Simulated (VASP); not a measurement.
Input of a VASP 6.6.1 run:

POSCAR

```
TiAl
1.0
    3.1656806750      0.0000000000      0.0000000000
    0.0000000000      3.1656806750      0.0000000000
    0.0000000000      0.0000000000      3.1656806750
Ti Al
1 1
Direct
    0.0000000000      0.0000000000      0.0000000000
    0.5000000000      0.5000000000      0.5000000000
```

INCAR.step1

```
ALGO = Normal
EDIFF = 1E-4
ENCUT = 520
GGA = PE
ISMEAR = 0
LASPH = T
LCHARG = F
LREAL = F
LWAVE = T
NBANDS = 14
NELM = 100
PREC = Accurate
SIGMA = 0.1
```

INCAR.step2

```
ALGO = Normal
BPARAM = 11.95
CPARAM = 0.0093
EDIFF = 1E-7
ENCUT = 520
ISIF = 2
ISMEAR = 0
ISTART = 1
IVDW_NL = 2
LASPH = T
LCHARG = T
LELF = T
LMIXTAU = T
LREAL = F
LUSE_VDW = T
LVHAR = T
LWAVE = F
METAGGA = R2SCAN
NBANDS = 14
NELM = 100
PREC = Accurate
SIGMA = 0.1
```

Contents of KPOINTS:

```
k-points
0
Gamma
  14 14 14
```

Potentials or basis: VASP PAW PBE potentials, release 64 (Ti_sv, Al).

The run is started by

```sh
$ cat potpaw_PBE.64/Ti_sv/POTCAR potpaw_PBE.64/Al/POTCAR > POTCAR
$ cp INCAR.step1 INCAR
$ mpirun -np 1 vasp_std > vasp.out
$ cp INCAR.step2 INCAR
$ mpirun -np 1 vasp_std > vasp.out
```

Estimate the pressure.

0.2 GPa.

Caveat: the PAW data sets were made with another functional, which shifts forces and pressure a little.
